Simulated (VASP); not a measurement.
The system is Be2ZnSe3.

```
Be Zn Se
1.0
     4.29961    0.00000    0.00000
     0.00000    4.29961    0.00000
     0.00000    0.00000    6.41423
Be Zn Se
2 1 3
Direct
  0.50000 0.50000 0.24008
  0.50000 0.50000 0.75992
  0.00000 0.00000 0.50000
  0.50000 0.50000 0.00000
  0.50000 0.50000 0.50000
  0.00000 0.00000 0.00000
```

| Item | Value |
| --- | --- |
| Program | VASP 6.6.1 |
| Task | relaxation of cell and atoms |
| Functional | PBE |
| Potentials or basis | VASP PAW PBE potentials, release 64 (Be, Zn, Se) |
| Cutoff | 600 eV |
| k mesh | 4 × 4 × 4 |
| Occupations | gaussian, width 0.1 eV |
| Spin | no spin polarisation |

At the start: pressure 40.1 GPa; volume 19.76 Å³/atom.

Where does the relaxation end?

Over 18 steps the energy falls by 1293.8 meV/atom and the volume is 26.61 Å³/atom (+34.7 %); space group P4/mmm (No. 123, to 0.05 Å).

Step by step:
```
step  energy change (eV)  largest force (eV/Å)  pressure (GPa)  volume (Å³)
   1              0.0000                8.0442           40.14       118.58
   2             -4.3059                1.0845           -4.89       208.96
   3             -4.8292                1.4427           -4.54       198.59
   4             -5.2466                1.7890           -4.02       190.03
   5             -6.5437                5.5706            1.81       153.44
   6             -6.5335                6.4496            5.43       146.11
   7             -6.5576                5.8171            2.55       151.72
   8             -7.1752                0.0092           -3.71       165.64
   9             -7.3620                1.1521           -2.56       159.90
  10             -7.7001                0.3277           -0.37       153.11
  11             -7.7260                0.0646            0.57       151.20
  12             -7.7262                0.1078            0.71       151.01
  13             -7.7428                0.0512            0.75       152.83
  14             -7.7536                0.0627            0.82       156.74
  15             -7.7607                0.0644            0.27       159.43
  16             -7.7612                0.0649            0.08       160.44
  17             -7.7625                0.0271            0.02       160.09
  18             -7.7630                0.0164           -0.05       159.68
```

Final structure:
```yaml
crystal:
  lattice:
    - [4.48886, 0.00000, 0.00000]
    - [0.00000, 4.48886, 0.00000]
    - [0.00000, 0.00000, 7.92444]
  atoms:
    - { symbol: Be, position: [0.50000, 0.50000, 0.24960] }
    - { symbol: Be, position: [0.50000, 0.50000, 0.75040] }
    - { symbol: Zn, position: [0.00000, 0.00000, 0.50000] }
    - { symbol: Se, position: [0.50000, 0.50000, 0.00000] }
    - { symbol: Se, position: [0.50000, 0.50000, 0.50000] }
    - { symbol: Se, position: [0.00000, 0.00000, 0.00000] }
```

Caveat: the k points lie up to 0.35 Å⁻¹ apart in the final cell; the volume moved by over 15 % at a fixed basis, so the end points are rough.
